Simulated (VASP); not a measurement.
# PbI2 (P-3m1) in VASP: single point with PBEsol

Aim: the single point of PbI2 with PBEsol.

Program: VASP 6.6.1. These are calculated values, not measurements. Logs are shortened: lines on timing, memory, paths and dates and some standing lists are left out, and cuts for length are marked.

### Step 1. The cell of the first run

The structure is trigonal, space group P-3m1 (No. 164). Conventional cell: a = 4.555 Å, b = 4.555 Å, c = 6.977 Å, α = 90.00°, β = 90.00°, γ = 120.00°. Pb (site symmetry -3m) has 6 I at 3.21 Å within 4.2 Å. Within 4.3 Å of I (site symmetry 3m) lie 3 Pb at 3.21 Å and 3 I at 4.20 Å.

### Step 2. Single point, PBEsol

File INCAR:

```
PREC     = Accurate       # precision mode
ENCUT    = 500            # plane-wave cutoff, eV
EDIFF    = 1E-6           # SCF threshold, eV
ISMEAR   = 0              # smearing method
SIGMA    = 0.01           # smearing width, eV
LREAL    = False          # projectors in reciprocal space
LASPH    = True           # aspherical terms in the spheres
NELM     = 120            # most SCF steps
ALGO     = Normal         # electronic algorithm
ISIF     = 2              # what is computed and relaxed
LWAVE    = False          # write WAVECAR
LCHARG   = True           # write CHGCAR
GGA      = PS             # functional
LELF     = True           # ELF
LVHAR    = True         
NBANDS   = 21             # bands
GGA_COMPAT= False
```

File KPOINTS:

```
Automatic mesh
0
Gamma
  3 3 2
```

File POSCAR:

```
PbI2
1.0
    4.5550000000      0.0000000000      0.0000000000
   -2.2775000000      3.9447457100      0.0000000000
    0.0000000000      0.0000000000      6.9770000000
Pb I
1 2
Direct
    0.0000000000      0.0000000000      0.0000000000
    0.3333333333      0.6666666667      0.2650000000
    0.6666666667      0.3333333333      0.7350000000
```

Potentials or basis: VASP PAW PBE potentials, release 64 (Pb_d, I).

Launch:

```sh
> cat potpaw_PBE.64/Pb_d/POTCAR potpaw_PBE.64/I/POTCAR > POTCAR
> mpirun -np 1 vasp_std > vasp.out
```

OUTCAR:

```text
PREC = Accurate
   ENCUT = 500
   EDIFF = 1E-6
   ISMEAR = 0
   LREAL = False
   LASPH = True
   NELM = 120
   ISIF = 2
   GGA = PS

 ion  position               nearest neighbor table
   1  0.000  0.000  0.000-   2 3.21   3 3.21   3 3.21   2 3.21   3 3.21   2 3.21
   2  0.333  0.667  0.265-   1 3.21   1 3.21   1 3.21
   3  0.667  0.333  0.735-   1 3.21   1 3.21   1 3.21

  LATTYP: Found a hexagonal cell.
 ALAT       =     4.5550000000
 C/A-ratio  =     1.5317233809

  Lattice vectors:

 A1 = (   4.5550000000,   0.0000000000,   0.0000000000)
 A2 = (  -2.2775000000,   3.9447457100,   0.0000000000)
 A3 = (   0.0000000000,   0.0000000000,   6.9770000000)

Analysis of symmetry for initial positions (statically):
=====================================================================
 Subroutine PRICEL returns:
 Original cell was already a primitive cell.

 Routine SETGRP: Setting up the symmetry group for a
 hexagonal supercell.

 Subroutine GETGRP returns: Found 12 space group operations
 (whereof 12 operations were pure point group operations)
 out of a pool of 24 trial point group operations.

The static configuration has the point symmetry D_3d.

Analysis of symmetry for dynamics (positions and initial velocities):
=====================================================================
 Subroutine PRICEL returns:
 Original cell was already a primitive cell.

 Routine SETGRP: Setting up the symmetry group for a
 hexagonal supercell.

 Subroutine GETGRP returns: Found 12 space group operations
 (whereof 12 operations were pure point group operations)
 out of a pool of 24 trial point group operations.

The dynamic configuration has the point symmetry D_3d.

 Subroutine INISYM returns: Found 12 space group operations
 (whereof 12 operations are pure point group operations),
 and found     1 'primitive' translations

----------------------------------------------------------------------------------------

                                     Primitive cell

  volume of cell :     125.3649

  direct lattice vectors                    reciprocal lattice vectors
     4.555000000  0.000000000  0.000000000     0.219538968  0.126750883  0.000000000
    -2.277500000  3.944745710  0.000000000     0.000000000  0.253501765  0.000000000
     0.000000000  0.000000000  6.977000000     0.000000000  0.000000000  0.143328078

  length of vectors
     4.555000000  4.554999996  6.977000000     0.253501765  0.253501765  0.143328078

  position of ions in fractional coordinates (direct lattice)
     0.000000000  0.000000000  0.000000000
     0.333333333  0.666666667  0.265000000
     0.666666667  0.333333333  0.735000000

  ion indices of the primitive-cell ions
   primitive index   ion index
                 1           1
                 2           2
                 3           3

----------------------------------------------------------------------------------------

 KPOINTS: Automatic mesh

Automatic generation of k-mesh.
 Grid dimensions read from file:
 generate k-points for:    3    3    2

 Generating k-lattice:

  Cartesian coordinates                     Fractional coordinates (reciprocal lattice)
     0.073179656  0.042250294  0.000000000     0.333333333 -0.000000000  0.000000000
     0.000000000  0.084500588  0.000000000     0.000000000  0.333333333  0.000000000
     0.000000000  0.000000000  0.071664039     0.000000000  0.000000000  0.500000000

  Length of vectors
     0.084500588  0.084500588  0.071664039

  Shift w.r.t. Gamma in fractional coordinates (k-lattice)
     0.000000000  0.000000000  0.000000000

 Subroutine IBZKPT returns following result:
 ===========================================

 Found      6 irreducible k-points:

 Following reciprocal coordinates:
            Coordinates               Weight
  0.000000  0.000000  0.000000      1.000000
  0.333333  0.000000  0.000000      6.000000
  0.333333  0.333333  0.000000      2.000000
  0.000000  0.000000  0.500000      1.000000
  0.333333  0.000000  0.500000      6.000000
  0.333333  0.333333  0.500000      2.000000
   k-points           NKPTS =      6   k-points in BZ     NKDIM =      6   number of bands    NBANDS=     21
   number of dos      NEDOS =    301   number of ions     NIONS =      3
   total plane-waves  NPLWV =  69984
   dimension x,y,z NGX =    36 NGY =   36 NGZ =   54
   dimension x,y,z NGXF=    72 NGYF=   72 NGZF=  108
   ions per type =               1   2
   NGX,Y,Z   is equivalent  to a cutoff of  13.14, 13.14, 12.87 a.u.
   NGXF,Y,Z  is equivalent  to a cutoff of  26.28, 26.28, 25.73 a.u.
 SYSTEM =  unknown system
   PREC   = accura    normal or accurate (medium, high low for compatibility)
   ISTART =      0    job   : 0-new  1-cont  2-samecut
   ICHARG =      2    charge: 1-file 2-atom 10-const
   ISPIN  =      1    spin polarized calculation?
   LNONCOLLINEAR =      F non collinear calculations
   LSORBIT =      F    spin-orbit coupling
   LASPH  =      T    aspherical Exc in radial PAW
   ENCUT  =  500.0 eV  36.75 Ry    6.06 a.u.   8.30  8.30 12.72*2*pi/ulx,y,z
   NELM   =    120;   NELMIN=  2; NELMDL= -5     # of ELM steps
   EDIFF  = 0.1E-05   stopping-criterion for ELM
   LREAL  =      F    real-space projection
   EDIFFG = 0.1E-04   stopping-criterion for IOM
   NSW    =      0    number of steps for IOM
   IBRION =     -1    ionic relax: 0-MD 1-quasi-New 2-CG
   NFREE  =      0    steps in history (QN), initial steepest desc. (CG)
   ISIF   =      2    stress and relaxation
   ISYM   =      2    0-nonsym 1-usesym 2-fastsym
   POTIM  = 0.5000    time-step for ionic-motion
   TEBEG  =    0.0;   TEEND  =   0.0 temperature during run
   PSTRESS=    0.0 pullay stress
   NELECT =      28.0000    total number of electrons
   NUPDOWN=      -1.0000    fix difference up-down
   EMIN   =  10.00;   EMAX   =-10.00  energy-range for DOS
   EFERMI =   0.00;   METHOD = LEGACY
   ISMEAR =     0;   SIGMA  =   0.01  broadening in eV -4-tet -1-fermi 0-gaus
   EFERMI_NEDOS =   21; number of points for ismear=-14 and -15
   IALGO  =     38    algorithm
   IMIX   =      4    mixing-type and parameters
     AMIX     =   0.40;   BMIX     =  1.00
     AMIX_MAG =   1.60;   BMIX_MAG =  1.00
  volume/ion in A,a.u.               =      41.79       282.00
  Fermi-wavevector in a.u.,A,eV,Ry     =   0.993273  1.877015 13.423400  0.986592
  Thomas-Fermi vector in A             =   2.125144
   LORBIT       =      0    0 simple, 1 ext, 2 COOP (PROOUT), +10 PAW based schemes
   GGA     = PS    functional components
   LHFCALC =     F    Hartree Fock is set to
   AEXX    =    0.0000 exact exchange contribution
   IVDW    =     0    specifies the selected vdW correction
   LEPSILON=     F    determine dielectric tensor
   LRPA    =     F    only Hartree local field effects (RPA)
 non-spin polarized calculation
 Gauss-broadening in eV      SIGMA  =   0.01
  energy-cutoff  :      500.00
  volume of cell :      125.36
 maximum number of plane-waves:      3199
 NGX is ok and might be reduce to    36
   NGX = 17   NGY = 17   NGZ = 25

 number of electron      28.0000001 magnetization

 Free energy of the ion-electron system (eV)
  ---------------------------------------------------
  ext. energy  EPLUGINS =         0.00000000
  ---------------------------------------------------
  free energy    TOTEN  =        -9.32019731 eV

  energy without entropy =       -9.32019731  energy(sigma->0) =       -9.32019731

 E-fermi :   2.6564     XC(G=0):  -8.3130

 val. band max:        2.5552364013   @ k =   0.0000   0.0000   0.5000
 cond. band min:       4.6683269382   @ k =   0.0000   0.0000   0.5000
 fundamental gap:      2.1130905369
 Fermi energy:         2.6564403982

 k-point     1 :       0.0000    0.0000    0.0000
  band No.  band energies     occupation
      1     -13.4830      2.00000
      2     -13.4830      2.00000
      3     -13.4730      2.00000
      4     -13.4598      2.00000
      5     -13.4598      2.00000
      6      -9.6937      2.00000
[... 13 lines left out ...]
     20      10.2917      0.00000
     21      10.3851      0.00000

 k-point     2 :       0.3333    0.0000    0.0000
  band No.  band energies     occupation
      1     -13.5171      2.00000
      2     -13.4792      2.00000
      3     -13.4685      2.00000
      4     -13.4579      2.00000
      5     -13.4491      2.00000
      6      -9.2589      2.00000
[... 13 lines left out ...]
     20      10.7145      0.00000
     21      11.2588      0.00000

 k-point     3 :       0.3333    0.3333    0.0000
  band No.  band energies     occupation
      1     -13.5055      2.00000
      2     -13.5055      2.00000
      3     -13.4591      2.00000
      4     -13.4543      2.00000
      5     -13.4543      2.00000
      6      -8.8588      2.00000
[... 13 lines left out ...]
     20       9.6092      0.00000
     21      11.6005      0.00000

 k-point     4 :       0.0000    0.0000    0.5000
  band No.  band energies     occupation
      1     -13.4830      2.00000
      2     -13.4830      2.00000
      3     -13.4729      2.00000
      4     -13.4598      2.00000
      5     -13.4598      2.00000
      6      -9.5254      2.00000
[... 13 lines left out ...]
     20       9.8011      0.00000
     21      10.4338      0.00000

 k-point     5 :       0.3333    0.0000    0.5000
  band No.  band energies     occupation
      1     -13.5174      2.00000
      2     -13.4792      2.00000
      3     -13.4685      2.00000
      4     -13.4579      2.00000
      5     -13.4491      2.00000
      6      -9.1387      2.00000
[... 13 lines left out ...]
     20      10.2951      0.00000
     21      10.5314      0.00000

 k-point     6 :       0.3333    0.3333    0.5000
  band No.  band energies     occupation
      1     -13.5057      2.00000
      2     -13.5057      2.00000
      3     -13.4591      2.00000
      4     -13.4543      2.00000
      5     -13.4543      2.00000
      6      -8.8550      2.00000
[... 13 lines left out ...]
     20      10.1522      0.00000
     21      10.5921      0.00000

------------------------ aborting loop because EDIFF is reached ----------------------------------------

  FORCE on cell =-STRESS in cart. coord.  units (eV):
  Direction    XX          YY          ZZ          XY          YZ          ZX
  --------------------------------------------------------------------------------------
  -------------------------------------------------------------------------------------
  Total        0.0409958      0.0409958      0.0933194      0.0000000      0.0000000      0.0000000
  in kB        0.5239300      0.5239300      1.1926321      0.0000000      0.0000000      0.0000000
  external PRESSURE =       0.7468307 kB  Pullay stress =       0.0000000 kB

 VOLUME and BASIS-vectors are now :
 -----------------------------------------------------------------------------
  energy-cutoff  :      500.00
  volume of cell :      125.36
      direct lattice vectors                 reciprocal lattice vectors
     4.555000000  0.000000000  0.000000000     0.219538968  0.126750883  0.000000000
    -2.277500000  3.944745710  0.000000000     0.000000000  0.253501765  0.000000000
     0.000000000  0.000000000  6.977000000     0.000000000  0.000000000  0.143328078

 POSITION                                       TOTAL-FORCE (eV/Angst)
 -----------------------------------------------------------------------------------
      0.00000      0.00000      0.00000        -0.000000      0.000000      0.000000
     -0.00000      2.62983      1.84891        -0.000000      0.000000     -0.034573
      2.27750      1.31492      5.12809         0.000000     -0.000000      0.034573
 -----------------------------------------------------------------------------------
    total drift:                               -0.000000     -0.000000      0.000000

  FREE ENERGIE OF THE ION-ELECTRON SYSTEM (eV)
  ---------------------------------------------------
  free  energy   TOTEN  =        -9.3201973110 eV

  energy  without entropy=       -9.3201973110  energy(sigma->0) =       -9.32019731
```

Run time: 23 s. Hardware: 1 thread of AMD EPYC 7R43 (Zen 3), shared host; peak memory 0.2 GiB.

Results:

| Item | Value |
| --- | --- |
| Free energy | -9.3202 eV |
| Pressure | 0.1 GPa |
| Largest force | 0.035 eV/Å |
| Band gap on the k mesh | 2.11 eV |

Forces on the atoms (eV/Å):
```
Pb   0.000  0.000  0.000
I    0.000  0.000 -0.035
I    0.000  0.000  0.035
```

Caveat: the k points lie up to 0.53 Å⁻¹ apart; the PAW data sets were made with another functional, which shifts forces and pressure a little; spin-orbit coupling is left out, which moves the levels of the heavy elements; an odd mesh through Γ misses points on the zone boundary, where band edges can lie; this functional lacks dispersion, which binds the layers, so the pressure and a relaxed spacing across them are unreliable.
